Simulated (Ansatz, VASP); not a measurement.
# NbAs: VASP beside Ansatz

INCAR

```
PREC     = Accurate       # precision mode
ENCUT    = 520            # plane-wave cutoff, eV
EDIFF    = 1E-6           # SCF threshold, eV
ISMEAR   = 0              # smearing method
SIGMA    = 0.05           # smearing width, eV
LREAL    = F              # projectors in reciprocal space
LASPH    = T              # aspherical terms in the spheres
NELM     = 80             # most SCF steps
ALGO     = Normal         # electronic algorithm
ISIF     = 2              # what is computed and relaxed
LWAVE    = F              # write WAVECAR
LCHARG   = F              # write CHGCAR
GGA      = PS             # functional
NBANDS   = 16             # bands
```

File KPOINTS:

```
regular mesh
0
Gamma
  10 10 10
```

The input POSCAR:

```
NbAs
1.0
    0.0000000000      2.9095527613      2.9095527613
    2.9095527613      0.0000000000      2.9095527613
    2.9095527613      2.9095527613      0.0000000000
Nb As
1 1
Direct
    0.0000000000      0.0000000000      0.0000000000
    0.2500000000      0.2500000000      0.2500000000
```

Input for Ansatz:

```yaml
crystal:
  lattice:
    - [0.0, 2.9095527613, 2.9095527613]
    - [2.9095527613, 0.0, 2.9095527613]
    - [2.9095527613, 2.9095527613, 0.0]
  atoms:
    - { symbol: Nb, position: [0.0, 0.0, 0.0] }
    - { symbol: As, position: [0.25, 0.25, 0.25] }
basis:
  ecutwfc: 420
  ecutrho_ratio: 4
kpoints:
  mp_grid: { grid: [10, 10, 10] }
hamiltonian:
  xc: pbesol
scf:
  occupations: { method: gaussian, width: 0.05 }
output:
  forces: true
  stress: true
  eigenvalues: true
```

Alike in both runs: task single point; functional PBEsol; k mesh 10 × 10 × 10; occupations gaussian, width 0.05 eV; no spin polarisation.

|  | VASP | Ansatz |
| --- | --- | --- |
| version | VASP 6.6.1 | Ansatz 0.2.0 |
| potentials or method | VASP PAW PBE potentials, release 64 (Nb_sv, As), cutoff 520 eV | scalar-relativistic, plane waves, PAW |
| valence electrons in the cell | 18 | 28 |

```tsv
	VASP	Ansatz	Ansatz less VASP
gap on the k mesh at the Fermi level (eV)	none	none	-
pressure (GPa)	-3.5	-3.7	-0.13
```

VASP's potentials were made for PBE, not for PBEsol. A gap of «none» marks a metal or a gap that the smearing closes. VASP's potentials hold 18 valence electrons a cell and Ansatz's 28, so a difference there can come from the potentials and not from the codes.
